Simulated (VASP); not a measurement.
**AsH3: single point with revPBE+D3(BJ)**

AsH3, in a box:

```
CELL_PARAMETERS angstrom
12.55720 0.00000 0.00000
0.00000 13.05720 0.00000
0.00000 0.00000 13.55720
ATOMIC_POSITIONS crystal
As 0.52626 0.50960 0.45784
H 0.52906 0.41284 0.52176
H 0.55112 0.57664 0.54772
H 0.40638 0.52143 0.47567
```

```yaml
Program: VASP 6.6.1
Task: single point
Functional: revPBE
Dispersion: D3(BJ)
Potentials_or_basis: VASP PAW PBE potentials, release 64 (As, H)
Cutoff: 400 eV
k_mesh: 1 × 1 × 1
Occupations: gaussian, width 0.005 eV
Spin: no spin polarisation
Dipole_correction: no
Further_INCAR_settings: ALGO = Normal; EDIFF = 1e-06; NBANDS = 12; NELMDL = -8
```

The largest force is 0.216 eV/Å, the gap between the frontier levels is 5.90 eV and the dispersion energy per atom is -0.026 eV.

Forces in eV/Å, atoms in the order of the input:
```
As   0.096  0.019 -0.193
H    0.007 -0.117  0.073
H    0.031  0.081  0.105
H   -0.134  0.016  0.015
```

Levels at points of the mesh, in eV from the valence-band top:
```
           k point  band 2  band 3  band 4  band 5  band 6  band 7
(0.00, 0.00, 0.00)   -2.02   -2.02    0.00    5.90    6.36    6.38
```

Wall time 95 s on 1 thread of AMD EPYC 9R45 (Zen 5) (shared host), peak memory 1.1 GiB.

Caveat: the PAW data sets were made with another functional, which shifts forces and pressure a little.
